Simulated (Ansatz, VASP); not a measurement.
La: VASP beside Ansatz

```
La
1.0
     3.76882    0.00000    0.00000
    -1.88441    3.26389    0.00000
     0.00000    0.00000   12.07666
La
4
Direct
  0.00000 0.00000 0.00000
  0.00000 0.00000 0.50000
  0.33333 0.66667 0.75000
  0.66667 0.33333 0.25000
```

Alike in both runs: functional PBE; k mesh 15 × 15 × 4; occupations gaussian, width 0.1 eV; no spin polarisation.

Ansatz relaxed the structure, and its values are those at the end. VASP's run is a single point on that final structure, the one shown.

```csv
,VASP,Ansatz
version,VASP 6.6.1,Ansatz 0.2.0
potentials or method,"VASP PAW PBE potentials, release 64 (La), cutoff 520 eV","scalar-relativistic, plane waves, PAW"
valence electrons in the cell,44,44
```

|  | VASP | Ansatz | Ansatz less VASP |
| --- | --- | --- | --- |
| gap on the k mesh at the Fermi level (eV) | none | none | - |
| pressure (GPa) | 0.1 | 0.0 | -0.06 |

A gap of «none» marks a metal or a gap that the smearing closes. The functional is the same, so the differences come from potentials, cutoffs and numerics.

Neither program's run includes spin-orbit coupling.
